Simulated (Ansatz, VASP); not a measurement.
Li2Se in VASP and in Ansatz

```xyz
3
Lattice="0.0000 3.0025 3.0025 3.0025 0.0000 3.0025 3.0025 3.0025 0.0000" Properties=species:S:1:pos:R:3 pbc="T T T"
Li    1.5012    1.5012    1.5012
Li    4.5038    4.5038    4.5038
Se    0.0000    0.0000    0.0000
```

Alike in both runs: task relaxation of cell and atoms; functional r2SCAN; k mesh 8 × 8 × 8; occupations gaussian, width 0.02 eV; no spin polarisation.

|  | VASP | Ansatz |
| --- | --- | --- |
| version | VASP 6.6.1 | Ansatz 0.2.0 |
| potentials or method | VASP PAW PBE potentials, release 64 (Li_sv, Se), cutoff 830 eV | scalar-relativistic, plane waves, PAW |
| valence electrons in the cell | 12 | 22 |

VASP gave:

| Item | Value |
| --- | --- |
| gap on the k mesh at the Fermi level, each at its own relaxed structure (eV) | 3.45 |
| relaxed volume (Å³/atom) | 17.81 |
| relaxed cell length with the largest relative difference (Å) | 4.228 |

**Question.** Which values does Ansatz return?

**Answer.** gap on the k mesh at the Fermi level, each at its own relaxed structure (eV): 3.48; relaxed volume (Å³/atom): 17.88; relaxed cell length with the largest relative difference (Å): 4.233.

VASP's potentials were made for PBE, not for r2SCAN. VASP's potentials hold 12 valence electrons a cell and Ansatz's 22, so a difference there can come from the potentials and not from the codes.
